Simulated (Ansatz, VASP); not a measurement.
**GaP3 in VASP and in Ansatz**

```
Ga P
1.0
     4.05971    0.00000    0.00000
     0.00000    4.05971    0.00000
     0.00000    0.00000    4.01798
Ga P
1 3
Direct
  0.00000 0.00000 0.00000
  0.00000 0.50000 0.50000
  0.50000 0.00000 0.50000
  0.50000 0.50000 0.00000
```

Alike in both runs: task single point; functional PBE; k mesh 4 × 4 × 4; occupations gaussian, width 0.1 eV; no spin polarisation.

|  | VASP | Ansatz |
| --- | --- | --- |
| version | VASP 6.6.1 | Ansatz 0.2.0 |
| potentials or method | VASP PAW PBE potentials, release 64 (Ga_d, P), cutoff 520 eV | scalar-relativistic, plane waves, PAW |
| valence electrons in the cell | 28 | 28 |

|  | VASP | Ansatz | Ansatz less VASP |
| --- | --- | --- | --- |
| gap on the k mesh at the Fermi level (eV) | none | none | - |
| pressure (GPa) | -1.2 | -1.2 | +0.03 |
| traceless stress, the component that is largest in VASP (GPa) | -0.86 | -0.87 | -0.003 |

A gap of «none» marks a metal or a gap that the smearing closes.

The k mesh is coarse, so the values compare programs but aren't converged.
